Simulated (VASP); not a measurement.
# PbO: single point with r2SCAN

Crystal: PbO.

```xyz
4
Lattice="3.9404 0.0000 0.0000 0.0000 3.9404 0.0000 0.0000 0.0000 4.2743" Properties=species:S:1:pos:R:3 pbc="T T T"
Pb    1.9702    0.0000    3.1137
Pb    0.0000    1.9702    1.1606
O     1.9702    1.9702    0.0000
O     0.0000    0.0000    0.0000
```

- Program: VASP 6.6.1
- Task: single point
- Functional: r2SCAN
- Potentials or basis: VASP PAW PBE potentials, release 64 (Pb_d, O)
- Cutoff: 660 eV
- k mesh: 7 × 7 × 6
- Occupations: fermi-dirac, width 0.05 eV
- Spin: no spin polarisation

* Pressure: 10.6 GPa
* Largest force: 0.110 eV/Å
* Band gap on the k mesh: 1.37 eV (least direct gap 2.60 eV)

Forces on the atoms (eV/Å):
```
Pb   0.000  0.000 -0.110
Pb   0.000  0.000  0.110
O    0.000  0.000  0.000
O    0.000  0.000  0.000
```

Stress tensor (GPa, compression positive):
```
10.70  0.00  0.00
 0.00 10.70  0.00
 0.00  0.00 10.46
```

Levels at points of the mesh, in eV from the valence-band top:
```tsv
k point	band 16	band 17	band 18	band 19	band 20	band 21	band 22	band 23	band 24	band 25
(0.00, 0.00, 0.00)	-4.82	-1.91	-1.91	-1.86	-0.08	4.05	5.83	5.83	7.72	8.71
(0.00, 0.00, 0.50)	-3.03	-1.98	-1.92	-1.92	-0.56	2.62	3.67	3.67	3.85	9.96
```

It took 4.5 min on 1 thread of Intel(R) Xeon(R) Platinum 8259CL CPU @ 2.50GHz (Skylake/Cascade Lake), on a shared host, peak memory 0.27 GiB.

Caveat: the cell stands under pressure; the PAW data sets were made with another functional, which shifts forces and pressure a little; spin-orbit coupling is left out, which moves the levels of the heavy elements. r2SCAN opens gaps a little over a GGA but as a rule still falls short of measured ones.
